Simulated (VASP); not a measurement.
# CaO (Fm-3m) in VASP: notebook, part 2 of 2

VASP 6.6.1. The steps go on from the part before.

## (5) Relaxation of cell and atoms, LDA

Input file INCAR:

```
PREC = Accurate
ENCUT = 600
EDIFF = 1E-7
ISMEAR = 0
SIGMA = 0.02
LREAL = F
LASPH = T
NELM = 120
ALGO = Normal
ISIF = 3
LWAVE = F
LCHARG = F
IBRION = 2
NSW = 100
EDIFFG = -0.002
GGA_COMPAT = F
NELMIN = 4
```

Input file KPOINTS:

```
regular mesh
0
Gamma
  8 8 8
```

Input file POSCAR:

```
CaO
1.0
    0.0000000000      2.4035557000      2.4035557000
    2.4035557000      0.0000000000      2.4035557000
    2.4035557000      2.4035557000      0.0000000000
Ca O
1 1
Direct
    0.0000000000      0.0000000000      0.0000000000
    0.5000000000      0.5000000000      0.5000000000
```

Potentials or basis: VASP PAW LDA potentials, release 64 (Ca_sv, O).

Command:

```sh
cat potpaw_LDA.64/Ca_sv/POTCAR potpaw_LDA.64/O/POTCAR > POTCAR
mpirun -np 1 vasp_std > vasp.out
```

OUTCAR:

```text
PREC = Accurate
   ENCUT = 600
   EDIFF = 1E-7
   ISMEAR = 0
   LREAL = F
   LASPH = T
   NELM = 120
   ISIF = 3
   IBRION = 2
   NSW = 100
   EDIFFG = -0.002
   NELMIN = 4

 ion  position               nearest neighbor table
   1  0.000  0.000  0.000-   2 2.40   2 2.40   2 2.40   2 2.40   2 2.40   2 2.40
   2  0.500  0.500  0.500-   1 2.40   1 2.40   1 2.40   1 2.40   1 2.40   1 2.40

  LATTYP: Found a face centered cubic cell.
 ALAT       =     4.8071114000

  Lattice vectors:

 A1 = (   0.0000000000,   2.4035557000,   2.4035557000)
 A2 = (   2.4035557000,   0.0000000000,   2.4035557000)
 A3 = (   2.4035557000,   2.4035557000,   0.0000000000)

Analysis of symmetry for initial positions (statically):
=====================================================================
 Subroutine PRICEL returns:
 Original cell was already a primitive cell.

 Routine SETGRP: Setting up the symmetry group for a
 face centered cubic supercell.

 Subroutine GETGRP returns: Found 48 space group operations
 (whereof 48 operations were pure point group operations)
 out of a pool of 48 trial point group operations.

The static configuration has the point symmetry O_h .

Analysis of symmetry for dynamics (positions and initial velocities):
=====================================================================
 Subroutine PRICEL returns:
 Original cell was already a primitive cell.

 Routine SETGRP: Setting up the symmetry group for a
 face centered cubic supercell.

 Subroutine GETGRP returns: Found 48 space group operations
 (whereof 48 operations were pure point group operations)
 out of a pool of 48 trial point group operations.

The dynamic configuration has the point symmetry O_h .

 Subroutine INISYM returns: Found 48 space group operations
 (whereof 48 operations are pure point group operations),
 and found     1 'primitive' translations

----------------------------------------------------------------------------------------

                                     Primitive cell
[... 128 lines left out ...]
   NGX = 13   NGY = 13   NGZ = 13

--------------------------------------- Ionic step        1  -------------------------------------------

 number of electron      15.9999997 magnetization

 Free energy of the ion-electron system (eV)
  ---------------------------------------------------
  ext. energy  EPLUGINS =         0.00000000
  ---------------------------------------------------
  free energy    TOTEN  =       -14.19444828 eV

  energy without entropy =      -14.19444828  energy(sigma->0) =      -14.19444828

------------------------ aborting loop because EDIFF is reached ----------------------------------------

  FORCE on cell =-STRESS in cart. coord.  units (eV):
  Direction    XX          YY          ZZ          XY          YZ          ZX
  --------------------------------------------------------------------------------------
  -------------------------------------------------------------------------------------
  Total       -1.1089071     -1.1089071     -1.1089071      0.0000000     -0.0000000      0.0000000
  in kB      -63.9754228    -63.9754228    -63.9754228      0.0000000     -0.0000000      0.0000000
  external PRESSURE =     -63.9754228 kB  Pullay stress =       0.0000000 kB
[... 59 lines left out ...]
--------------------------------------- Ionic step        3  -------------------------------------------

 number of electron      15.9999998 magnetization

 Free energy of the ion-electron system (eV)
  ---------------------------------------------------
  ext. energy  EPLUGINS =         0.00000000
  ---------------------------------------------------
  free energy    TOTEN  =       -14.22649510 eV

  energy without entropy =      -14.22649510  energy(sigma->0) =      -14.22649510

 E-fermi :   2.4780     XC(G=0): -11.3069

 val. band max:        2.3463425913   @ k =   0.0000   0.0000   0.0000
 cond. band min:       5.7717995675   @ k =   0.5000   0.5000   0.0000
 fundamental gap:      3.4254569762
 Fermi energy:         2.4780374119

 k-point     1 :       0.0000    0.0000    0.0000
  band No.  band energies     occupation
      1     -34.4986      2.00000
      2     -15.4974      2.00000
      3     -15.4974      2.00000
      4     -15.4974      2.00000
      5     -12.9713      2.00000
      6       2.3463      2.00000
      7       2.3463      2.00000
      8       2.3463      2.00000
      9       7.3771      0.00000
     10       8.5827      0.00000
     11       8.5827      0.00000
     12       8.5827      0.00000
[... 331 lines left out ...]
 k-point    24 :      -0.3750    0.2500    0.1250
  band No.  band energies     occupation
      1     -34.3333      2.00000
      2     -16.6562      2.00000
      3     -15.8041      2.00000
      4     -15.6570      2.00000
      5     -11.8233      2.00000
      6       0.1541      2.00000
      7       1.1420      2.00000
      8       1.1864      2.00000
      9       9.2041      0.00000
     10       9.2741      0.00000
     11      11.3947      0.00000
     12      11.6893      0.00000

 [... further k-points ...]
[... 5 lines left out ...]
  --------------------------------------------------------------------------------------
  -------------------------------------------------------------------------------------
  Total        0.0001499      0.0001499      0.0001499      0.0000000      0.0000000      0.0000000
  in kB        0.0091525      0.0091525      0.0091525      0.0000000      0.0000000      0.0000000
  external PRESSURE =       0.0091525 kB  Pullay stress =       0.0000000 kB
[... 17 lines left out ...]
  FREE ENERGIE OF THE ION-ELECTRON SYSTEM (eV)
  ---------------------------------------------------
  free  energy   TOTEN  =       -14.2264950966 eV

  energy  without entropy=      -14.2264950966  energy(sigma->0) =      -14.22649510

 reached required accuracy - stopping structural energy minimisation
```

OSZICAR:

```text
N       E                     dE             d eps       ncg     rms          rms(c)
DAV:   1     0.138051048914E+03    0.13805E+03   -0.92766E+03   696   0.151E+03
DAV:   2    -0.841263317067E+01   -0.14646E+03   -0.13820E+03   796   0.354E+02
DAV:   3    -0.156206572443E+02   -0.72080E+01   -0.71480E+01   888   0.805E+01
[... 29 lines left out ...]
DAV:   5    -0.142259673150E+02   -0.63042E-04   -0.95663E-05   876   0.118E-01    0.854E-02
DAV:   6    -0.142264622107E+02   -0.49490E-03   -0.59617E-04  1116   0.157E-01    0.340E-02
DAV:   7    -0.142264963631E+02   -0.34152E-04   -0.54680E-05  1132   0.739E-02    0.575E-03
DAV:   8    -0.142264950723E+02    0.12908E-05   -0.22910E-06  1100   0.117E-02    0.106E-03
DAV:   9    -0.142264950966E+02   -0.24244E-07   -0.23605E-07   940   0.199E-03
   3 F= -.14226495E+02 E0= -.14226495E+02  d E =-.320468E-01
```

CONTCAR:

```text
CaO
   1.00000000000000
    -0.0000000000000000    2.3587604879060042    2.3587604879060042
     2.3587604879060042   -0.0000000000000000    2.3587604879060042
     2.3587604879060042    2.3587604879060042    0.0000000000000000
  Ca              O
     1     1
Direct
     0.0000000000000000    0.0000000000000000    0.0000000000000000
     0.5000000000000000    0.5000000000000000    0.5000000000000000

  0.00000000E+00  0.00000000E+00  0.00000000E+00
  0.00000000E+00  0.00000000E+00  0.00000000E+00
```

It took 60 s on 1 thread of Intel Xeon 8259CL, shared host; peak memory 0.16 GiB.

What came out:

```
Free energy                           : -14.2265 eV
Relaxed volume                        : 13.12 Å³/atom
Relaxed cell                          : a = 3.336 Å, b = 3.336 Å, c = 3.336 Å, α = 60.00°, β = 60.00°, γ = 60.00°
Space group after relaxing (to 0.1 Å) : Fm-3m (No. 225)
Energy gained by relaxing             : 16.0 meV/atom
Ionic steps                           : 3
Pressure after relaxing               : 0.0 GPa
Band gap on the k mesh                : 3.43 eV (least direct gap 3.79 eV)
```

The path:
```csv
step,energy change (eV),largest force (eV/Å),pressure (GPa),volume (Å³)
1,0.0000,0.0000,-6.40,27.77
2,-0.0254,0.0000,3.39,25.60
3,-0.0320,0.0000,0.00,26.25
```

Final structure:
```
Ca O
1.0
     0.00000    2.35876    2.35876
     2.35876    0.00000    2.35876
     2.35876    2.35876    0.00000
Ca O
1 1
Direct
  0.00000 0.00000 0.00000
  0.50000 0.50000 0.50000
```

## (6) Summary

| task | cell | k mesh | smearing | gap on the mesh (eV) | pressure (GPa) |
| --- | --- | --- | --- | --- | --- |
| single point | a = 3.399 Å, angles 60.0°, 2 atoms | 6 × 6 × 6 | gaussian 0.1 eV | 3.46 | -6.4 |
| single point | a = 3.329 Å, angles 60.0°, 2 atoms | 8 × 8 × 8 | gaussian 0.02 eV | 3.42 | 0.8 |
| relaxation of cell and atoms | relaxed from a = 3.399 Å, angles 60.0°, 2 atoms | 8 × 8 × 8 | gaussian 0.02 eV | 3.43 | 0.0 |

Alike in all rows: level LDA; potentials or basis VASP PAW LDA potentials, release 64 (Ca_sv, O); no spin polarisation; cutoff (eV) 600.

Caveats: the cell stands under tension (at least some runs).

Absolute energies hang on the potentials; compare differences alone.
